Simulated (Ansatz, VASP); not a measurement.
# Ti: VASP beside Ansatz

```
Ti
1.0
    -1.64100    1.64100    1.64100
     1.64100   -1.64100    1.64100
     3.28200    3.28200    0.00000
Ti
2
Direct
  0.05602 0.94398 0.00000
  0.44398 0.55602 0.50000
```

Change from the starting cell: mode 1 (-158.0 1/cm) frozen in, largest displacement -0.260 Å.

Alike in both runs: task single point; functional PBEsol; k mesh 18 × 18 × 10; occupations gaussian, width 0.15 eV; no spin polarisation.

|  | VASP | Ansatz |
| --- | --- | --- |
| version | VASP 6.6.1 | Ansatz 0.2.0 |
| potentials or method | VASP PAW PBE potentials, release 64 (Ti_sv), cutoff 520 eV | scalar-relativistic, plane waves, PAW |
| valence electrons in the cell | 24 | 24 |

|  | VASP | Ansatz | Ansatz less VASP |
| --- | --- | --- | --- |
| gap on the k mesh at the Fermi level (eV) | none | none | - |
| pressure (GPa) | -6.3 | -6.1 | +0.21 |
| traceless stress, the component that is largest in VASP (GPa) | -4.10 | -4.12 | -0.023 |
| rms of the force components (eV/Å) | 0.017 | 0.019 | +0.0020 |

VASP's potentials were made for PBE, not for PBEsol. Atom by atom the forces differ by 0.002 eV/Å (rms over components). A gap of «none» marks a metal or a gap that the smearing closes.
